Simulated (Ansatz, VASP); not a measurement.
Si2Ge in VASP and in Ansatz

```
Si Ge
1.0
     3.50954    0.00000    0.00000
     0.00000    3.50954    0.00000
     0.00000    0.00000    5.10210
Si Ge
2 1
Direct
  0.50000 0.50000 0.50000
  0.00000 0.00000 0.00000
  0.00000 0.00000 0.50000
```

Alike in both runs: functional PBE; k mesh 6 × 6 × 4; occupations gaussian, width 0.2 eV; no spin polarisation.

Ansatz relaxed the structure, and its values are those at the end. VASP's run is a single point on that final structure, the one shown.

|  | VASP | Ansatz |
| --- | --- | --- |
| version | VASP 6.6.1 | Ansatz 0.2.0 |
| potentials or method | VASP PAW PBE potentials, release 64 (Si, Ge_d), cutoff 500 eV | scalar-relativistic, plane waves, PAW |
| valence electrons in the cell | 22 | 22 |

Ansatz gave:

| Quantity | Value |
| --- | --- |
| gap on the k mesh at the Fermi level (eV) | none |
| pressure (GPa) | 0.2 |

What did VASP give for the same quantities?

gap on the k mesh at the Fermi level (eV): none; pressure (GPa): 0.1.

A gap of «none» marks a metal or a gap that the smearing closes.
